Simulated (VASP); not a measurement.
## Ta3Si3N: single point with PBE

Ta3Si3N:

```
Ta Si N
1.0
     4.80658    0.00000    0.00000
     0.00000    4.80658    0.00000
     0.00000    0.00000    4.80658
Ta Si N
3 3 1
Direct
  0.50000 0.00000 0.00000
  0.00000 0.50000 0.00000
  0.00000 0.00000 0.50000
  0.50000 0.00000 0.50000
  0.50000 0.50000 0.00000
  0.00000 0.50000 0.50000
  0.00000 0.00000 0.00000
```

```
Program                : VASP 6.6.1
Task                   : single point
Functional             : PBE
Potentials or basis    : VASP PAW PBE potentials, release 64 (Ta_pv, Si, N)
Cutoff                 : 520 eV
k mesh                 : 4 × 4 × 4
Occupations            : gaussian, width 0.1 eV
Spin                   : no spin polarisation
Dipole correction      : no
Further INCAR settings : ALGO = Normal; EDIFF = 1e-06; NBANDS = 34
```

The pressure is 11.6 GPa and the band gap on the k mesh is zero (band 25 reaches 7.77 eV, above the bottom of band 26 at 6.63 eV).

Levels at points of the mesh, in eV from the Fermi level:
```csv
k point,band 22,band 23,band 24,band 25,band 26,band 27,band 28,band 29
"(0.00, 0.00, 0.00)",-1.68,-0.14,-0.14,-0.14,0.38,0.38,0.77,0.77
"(0.50, 0.00, 0.00)",-0.96,-0.74,-0.74,-0.46,-0.12,-0.12,0.55,0.98
"(0.50, 0.50, 0.00)",-2.96,-2.55,-2.55,0.75,0.89,0.97,2.36,2.40
"(0.50, 0.50, 0.50)",-3.70,-3.70,0.01,0.01,2.36,2.36,2.36,2.55
```

Run time: 41 s on 1 thread of Intel(R) Xeon(R) 6975P-C (Granite Rapids) (shared host), peak memory 0.21 GiB.

Caveat: spin-orbit coupling is left out, which moves the levels of the heavy elements.
